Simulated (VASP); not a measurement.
# MgO (P6_222) in VASP: relaxation of cell and atoms with PBE

Aim: the relaxation of cell and atoms of MgO with PBE.

Program: VASP 6.6.1. These are calculated values, not measurements. Logs are shortened: lines on timing, memory, paths and dates and some standing lists are left out, and cuts for length are marked.

**1. The cell of the first run**

The structure is hexagonal, space group P6_222 (No. 180). Conventional cell: a = 3.116 Å, b = 3.116 Å, c = 7.747 Å, α = 90.00°, β = 90.00°, γ = 120.00°. Within 2.7 Å of Mg (site symmetry 222) lie 4 O at 2.02 Å. Within 2.7 Å of O (site symmetry 222) lie 4 Mg at 2.02 Å.

The cell was generated, and may not be a known phase.

**2. Relaxation of cell and atoms, PBE**

The input, INCAR:

```
SYSTEM = MgO
ALGO = Normal ; EDIFF = 1E-7
EDIFFG = -0.01 ; ENCUT = 600
GGA = PE ; IBRION = 2
ISIF = 3 ; ISMEAR = 0
LASPH = .TRUE. ; LCHARG = .FALSE.
LREAL = .FALSE. ; LWAVE = .FALSE.
NELM = 100 ; NSW = 100
PREC = Accurate ; SIGMA = 0.02
```

The input, KPOINTS:

```
k-points
0
G
  12 12 4
  0 0 0
```

The input, POSCAR:

```
MgO
1.0
    3.1162687010      0.0000000000      0.0000000000
   -1.5581343505      2.6987678601      0.0000000000
    0.0000000000      0.0000000000      7.7470348087
Mg O
3 3
Direct
    0.0000000000      0.5000000000      0.1666666667
    0.5000000000      0.5000000000      0.8333333333
    0.5000000000      0.0000000000      0.5000000000
    0.5000000000      0.5000000000      0.3333333333
    0.5000000000      0.0000000000      0.0000000000
    0.0000000000      0.5000000000      0.6666666667
```

Potentials or basis: VASP PAW PBE potentials, release 64 (Mg, O).

Started as:

```console
$ cat potpaw_PBE.64/Mg/POTCAR potpaw_PBE.64/O/POTCAR > POTCAR
$ mpirun -np 1 vasp_std > vasp.out
```

OUTCAR:

```text
SYSTEM = MgO
   EDIFF = 1E-7
   EDIFFG = -0.01
   ENCUT = 600
   GGA = PE
   IBRION = 2
   ISIF = 3
   ISMEAR = 0
   LASPH = .TRUE.
   LREAL = .FALSE.
   NELM = 100
   NSW = 100
   PREC = Accurate

 ion  position               nearest neighbor table
   1  0.000  0.500  0.167-   4 2.02   4 2.02   5 2.02   5 2.02   3 3.02   3 3.02   2 3.02   2 3.02

   2  0.500  0.500  0.833-   6 2.02   6 2.02   5 2.02   5 2.02   3 3.02   3 3.02   1 3.02   1 3.02

   3  0.500  0.000  0.500-   4 2.02   6 2.02   4 2.02   6 2.02   2 3.02   1 3.02   1 3.02   2 3.02

   4  0.500  0.500  0.333-   1 2.02   1 2.02   3 2.02   3 2.02
   5  0.500  0.000  0.000-   1 2.02   2 2.02   2 2.02   1 2.02
   6  0.000  0.500  0.667-   2 2.02   2 2.02   3 2.02   3 2.02

  LATTYP: Found a hexagonal cell.
 ALAT       =     3.1162687010
 C/A-ratio  =     2.4859970535

  Lattice vectors:

 A1 = (   3.1162687010,   0.0000000000,   0.0000000000)
 A2 = (  -1.5581343505,   2.6987678601,   0.0000000000)
 A3 = (   0.0000000000,   0.0000000000,   7.7470348087)

Analysis of symmetry for initial positions (statically):
=====================================================================
 Subroutine PRICEL returns:
 Original cell was already a primitive cell.

 Routine SETGRP: Setting up the symmetry group for a
 hexagonal supercell.

 Subroutine GETGRP returns: Found 12 space group operations
 (whereof  4 operations were pure point group operations)
 out of a pool of 24 trial point group operations.

The static configuration has the point symmetry D_2 .
 The point group associated with its full space group is D_6 .

Analysis of symmetry for dynamics (positions and initial velocities):
=====================================================================
 Subroutine PRICEL returns:
 Original cell was already a primitive cell.

 Routine SETGRP: Setting up the symmetry group for a
 hexagonal supercell.

 Subroutine GETGRP returns: Found 12 space group operations
 (whereof  4 operations were pure point group operations)
 out of a pool of 24 trial point group operations.

The dynamic configuration has the point symmetry D_2 .
 The point group associated with its full space group is D_6 .

 Subroutine INISYM returns: Found 12 space group operations
 (whereof  4 operations are pure point group operations),
 and found     1 'primitive' translations

----------------------------------------------------------------------------------------

                                     Primitive cell

  volume of cell :      65.1532

  direct lattice vectors                    reciprocal lattice vectors
     3.116268701  0.000000000  0.000000000     0.320896590  0.185269733  0.000000000
    -1.558134351  2.698767860  0.000000000     0.000000000  0.370539465  0.000000000
     0.000000000  0.000000000  7.747034809     0.000000000  0.000000000  0.129081645

  length of vectors
     3.116268701  3.116268701  7.747034809     0.370539465  0.370539465  0.129081645

  position of ions in fractional coordinates (direct lattice)
     0.000000000  0.500000000  0.166666667
     0.500000000  0.500000000  0.833333333
     0.500000000  0.000000000  0.500000000
     0.500000000  0.500000000  0.333333333
     0.500000000  0.000000000  0.000000000
     0.000000000  0.500000000  0.666666667

  ion indices of the primitive-cell ions
   primitive index   ion index
                 1           1
                 2           2
                 3           3
                 4           4
                 5           5
                 6           6

----------------------------------------------------------------------------------------

 KPOINTS: k-points

Automatic generation of k-mesh.
 Grid dimensions read from file:
 generate k-points for:   12   12    4

 Generating k-lattice:

  Cartesian coordinates                     Fractional coordinates (reciprocal lattice)
     0.026741383  0.015439144  0.000000000     0.083333333  0.000000000  0.000000000
     0.000000000  0.030878289  0.000000000     0.000000000  0.083333333  0.000000000
     0.000000000  0.000000000  0.032270411     0.000000000  0.000000000  0.250000000

  Length of vectors
     0.030878289  0.030878289  0.032270411

  Shift w.r.t. Gamma in fractional coordinates (k-lattice)
     0.000000000  0.000000000  0.000000000

 Subroutine IBZKPT returns following result:
 ===========================================

 Found     57 irreducible k-points:

 Following reciprocal coordinates:
            Coordinates               Weight
  0.000000  0.000000  0.000000      1.000000
  0.083333  0.000000  0.000000      6.000000
  0.166667  0.000000  0.000000      6.000000
  0.250000  0.000000  0.000000      6.000000
  0.333333  0.000000  0.000000      6.000000
  0.416667  0.000000  0.000000      6.000000
[... 16 lines left out ...]
  0.250000  0.000000  0.250000     12.000000
  0.333333  0.000000  0.250000     12.000000
 [... further k-points ...]
   k-points           NKPTS =     57   k-points in BZ     NKDIM =     57   number of bands    NBANDS=     16
   number of dos      NEDOS =    301   number of ions     NIONS =      6
   total plane-waves  NPLWV =  50176
   dimension x,y,z NGX =    28 NGY =   28 NGZ =   64
   dimension x,y,z NGXF=    56 NGYF=   56 NGZF=  128
   ions per type =               3   3
   NGX,Y,Z   is equivalent  to a cutoff of  14.94, 14.94, 13.73 a.u.
   NGXF,Y,Z  is equivalent  to a cutoff of  29.87, 29.87, 27.47 a.u.
 SYSTEM =  MgO
   PREC   = accura    normal or accurate (medium, high low for compatibility)
   ISTART =      0    job   : 0-new  1-cont  2-samecut
   ICHARG =      2    charge: 1-file 2-atom 10-const
   ISPIN  =      1    spin polarized calculation?
   LNONCOLLINEAR =      F non collinear calculations
   LSORBIT =      F    spin-orbit coupling
   LASPH  =      T    aspherical Exc in radial PAW
   ENCUT  =  600.0 eV  44.10 Ry    6.64 a.u.   6.22  6.22 15.47*2*pi/ulx,y,z
   NELM   =    100;   NELMIN=  2; NELMDL= -5     # of ELM steps
   EDIFF  = 0.1E-06   stopping-criterion for ELM
   LREAL  =      F    real-space projection
   EDIFFG = -.1E-01   stopping-criterion for IOM
   NSW    =    100    number of steps for IOM
   IBRION =      2    ionic relax: 0-MD 1-quasi-New 2-CG
   NFREE  =      1    steps in history (QN), initial steepest desc. (CG)
   ISIF   =      3    stress and relaxation
   ISYM   =      2    0-nonsym 1-usesym 2-fastsym
   POTIM  = 0.5000    time-step for ionic-motion
   TEBEG  =    0.0;   TEEND  =   0.0 temperature during run
   PSTRESS=    0.0 pullay stress
   NELECT =      24.0000    total number of electrons
   NUPDOWN=      -1.0000    fix difference up-down
   EMIN   =  10.00;   EMAX   =-10.00  energy-range for DOS
   EFERMI =   0.00;   METHOD = LEGACY
   ISMEAR =     0;   SIGMA  =   0.02  broadening in eV -4-tet -1-fermi 0-gaus
   EFERMI_NEDOS =   21; number of points for ismear=-14 and -15
   IALGO  =     38    algorithm
   IMIX   =      4    mixing-type and parameters
     AMIX     =   0.40;   BMIX     =  1.00
     AMIX_MAG =   1.60;   BMIX_MAG =  1.00
  volume/ion in A,a.u.               =      10.86        73.28
  Fermi-wavevector in a.u.,A,eV,Ry     =   1.173546  2.217679 18.738067  1.377209
  Thomas-Fermi vector in A             =   2.309957
   LORBIT       =      0    0 simple, 1 ext, 2 COOP (PROOUT), +10 PAW based schemes
   GGA     = PE    functional components
   LHFCALC =     F    Hartree Fock is set to
   AEXX    =    0.0000 exact exchange contribution
   IVDW    =     0    specifies the selected vdW correction
   LEPSILON=     F    determine dielectric tensor
   LRPA    =     F    only Hartree local field effects (RPA)
 conjugate gradient relaxation of ions
 non-spin polarized calculation
 Gauss-broadening in eV      SIGMA  =   0.02
  energy-cutoff  :      600.00
  volume of cell :       65.15
 maximum number of plane-waves:      2191
 NGX is ok and might be reduce to    28
   NGX = 13   NGY = 13   NGZ = 31

--------------------------------------- Ionic step        1  -------------------------------------------

 number of electron      23.9999999 magnetization

 Free energy of the ion-electron system (eV)
  ---------------------------------------------------
  ext. energy  EPLUGINS =         0.00000000
  ---------------------------------------------------
  free energy    TOTEN  =       -34.42748760 eV

  energy without entropy =      -34.42748760  energy(sigma->0) =      -34.42748760

------------------------ aborting loop because EDIFF is reached ----------------------------------------

  FORCE on cell =-STRESS in cart. coord.  units (eV):
  Direction    XX          YY          ZZ          XY          YZ          ZX
  --------------------------------------------------------------------------------------
  -------------------------------------------------------------------------------------
  Total       -0.2721040     -0.2721040     -0.2515139      0.0000000      0.0000000     -0.0000000
  in kB       -6.6912856     -6.6912856     -6.1849574      0.0000000      0.0000000     -0.0000000
  external PRESSURE =      -6.5225096 kB  Pullay stress =       0.0000000 kB
[... 65 lines left out ...]
  energy  without entropy=      -34.4281158393  energy(sigma->0) =      -34.42811584

--------------------------------------- Ionic step        3  -------------------------------------------

 number of electron      24.0000000 magnetization

 Free energy of the ion-electron system (eV)
  ---------------------------------------------------
  ext. energy  EPLUGINS =         0.00000000
  ---------------------------------------------------
  free energy    TOTEN  =       -34.42816140 eV

  energy without entropy =      -34.42816140  energy(sigma->0) =      -34.42816140

 E-fermi :   2.4384     XC(G=0): -10.3124

 val. band max:        2.3550790781   @ k =   0.0000   0.0000   0.0000
 cond. band min:       5.3929057492   @ k =   0.0000   0.0000   0.0000
 fundamental gap:      3.0378266711
 Fermi energy:         2.4384082199

 k-point     1 :       0.0000    0.0000    0.0000
  band No.  band energies     occupation
      1     -14.5308      2.00000
      2     -13.8591      2.00000
      3     -13.8591      2.00000
      4      -1.2356      2.00000
      5      -1.2355      2.00000
      6       1.4448      2.00000
[... 8 lines left out ...]
     15       8.5010      0.00000
     16      12.4562      0.00000
[... 420 lines left out ...]
  band No.  band energies     occupation
      1     -13.8851      2.00000
      2     -13.6534      2.00000
      3     -13.4126      2.00000
      4      -1.1735      2.00000
      5      -1.1057      2.00000
      6      -0.6316      2.00000
[... 8 lines left out ...]
     15      10.8501      0.00000
     16      11.6744      0.00000

 [... further k-points ...]
[... 5 lines left out ...]
  --------------------------------------------------------------------------------------
  -------------------------------------------------------------------------------------
  Total       -0.0255475     -0.0255475      0.0558398      0.0000000      0.0000000      0.0000000
  in kB       -0.6314325     -0.6314325      1.3801360      0.0000000      0.0000000      0.0000000
  external PRESSURE =       0.0390903 kB  Pullay stress =       0.0000000 kB
[... 21 lines left out ...]
  FREE ENERGIE OF THE ION-ELECTRON SYSTEM (eV)
  ---------------------------------------------------
  free  energy   TOTEN  =       -34.4281614050 eV

  energy  without entropy=      -34.4281614050  energy(sigma->0) =      -34.42816140

 reached required accuracy - stopping structural energy minimisation
```

Wall time 3.9 min (1 thread of Intel Xeon 8259CL, shared host); peak memory 0.26 GiB.

Results:

```yaml
Free_energy: -34.4282 eV
Relaxed_volume: 10.80 Å³/atom
Relaxed_cell: a = 3.111 Å, b = 3.111 Å, c = 7.735 Å, α = 90.00°, β = 90.00°, γ = 120.00°
Space_group_after_relaxing_to_0.1_Å: P6_222 (No. 180)
Energy_gained_by_relaxing: 0.1 meV/atom
Ionic_steps: 3
Pressure_after_relaxing: 0.0 GPa
Band_gap_on_the_k_mesh: 3.04 eV
```

The path:
```tsv
step	energy change (eV)	largest force (eV/Å)	pressure (GPa)	volume (Å³)
1	0.0000	0.0000	-0.65	65.15
2	-0.0006	0.0000	0.18	64.74
3	-0.0007	0.0000	0.00	64.82
```

Final structure:
```
Mg O
1.0
     3.11087    0.00000    0.00000
    -1.55543    2.69409    0.00000
     0.00000    0.00000    7.73462
Mg O
3 3
Direct
  0.00000 0.50000 0.16667
  0.50000 0.50000 0.83333
  0.50000 0.00000 0.50000
  0.50000 0.50000 0.33333
  0.50000 0.00000 0.00000
  0.00000 0.50000 0.66667
```

Levels at points of the mesh, in eV from the valence-band top:
```tsv
k point	band 8	band 9	band 10	band 11	band 12	band 13	band 14	band 15	band 16
(0.00, 0.00, 0.00)	-0.72	-0.51	-0.23	-0.23	0.00	3.04	6.15	6.15	10.10
(0.50, 0.00, 0.00)	-1.40	-1.38	-1.36	-0.93	-0.58	6.39	8.03	8.81	8.85
(0.00, 0.00, 0.50)	-0.85	-0.63	-0.33	-0.07	-0.07	4.38	4.38	6.77	9.80
(0.50, 0.00, 0.50)	-1.64	-1.34	-0.93	-0.88	-0.68	6.82	7.76	8.10	8.84
```

A k mesh can miss the band edges.
